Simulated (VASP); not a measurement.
The system is TePb.

```
CELL_PARAMETERS angstrom
0.00000 3.26784 3.26784
3.26784 0.00000 3.26784
3.26784 3.26784 0.00000
ATOMIC_POSITIONS crystal
Pb 0.00000 0.00000 0.00000
Te 0.50000 0.50000 0.50000
```

Base run:

- Program: VASP 6.6.1
- Functional: PBE
- Potentials or basis: VASP PAW PBE potentials, release 64 (Pb_d, Te)
- Cutoff: 520 eV
- k mesh: 4 × 4 × 4
- Occupations: gaussian, width 0.01 eV
- Spin: no spin polarisation

Its results: band gap on the k mesh 0.80 eV, direct; pressure 0.6 GPa.

Task: The run is repeated on the same cell with these changes: functional from PBE to r2SCAN. What comes out?

Result: Band gap on the k mesh 1.09 eV, direct; pressure 0.0 GPa.

r2SCAN gives the wider gap, since meta-GGAs in the generalised Kohn-Sham scheme recover part of the derivative discontinuity.

Caveats: spin-orbit coupling is left out, which moves the levels of the heavy elements; the PAW data sets were made with another functional, which shifts forces and pressure a little (some runs).

A k mesh can miss the band edges.
